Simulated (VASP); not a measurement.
**Pt: single point with LDA**

Crystal: Pt.

```
Pt
1.0
     0.00000    1.93440    1.93440
     1.93440    0.00000    1.93440
     1.93440    1.93440    0.00000
Pt
1
Direct
  0.00000 0.00000 0.00000
```

```json
{
 "Program": "VASP 6.6.1",
 "Task": "single point",
 "Functional": "LDA",
 "Potentials or basis": "VASP PAW LDA potentials, release 64 (Pt)",
 "Cutoff": "520 eV",
 "k mesh": "12 × 12 × 12",
 "Occupations": "fermi-dirac, width 0.05 eV",
 "Spin": "no spin polarisation"
}
```

The pressure is 7.3 GPa and the band gap on the k mesh is zero (band 5 reaches 12.51 eV, above the bottom of band 6 at 10.11 eV).

Levels at points of the mesh, in eV from the Fermi level:
```csv
k point,band 3,band 4,band 5,band 6,band 7,band 8
"(0.00, 0.00, 0.00)",-4.10,-4.10,-1.75,-1.75,14.46,19.62
"(0.50, 0.00, 0.00)",-4.16,-0.68,0.04,0.04,6.13,14.04
"(0.50, 0.50, 0.00)",0.02,0.52,0.52,1.66,9.30,11.44
```

It took 14 s on 1 thread of Intel Xeon 8259CL, on a shared host, peak memory 0.13 GiB.

Caveat: spin-orbit coupling is left out, which moves the levels of the heavy elements.
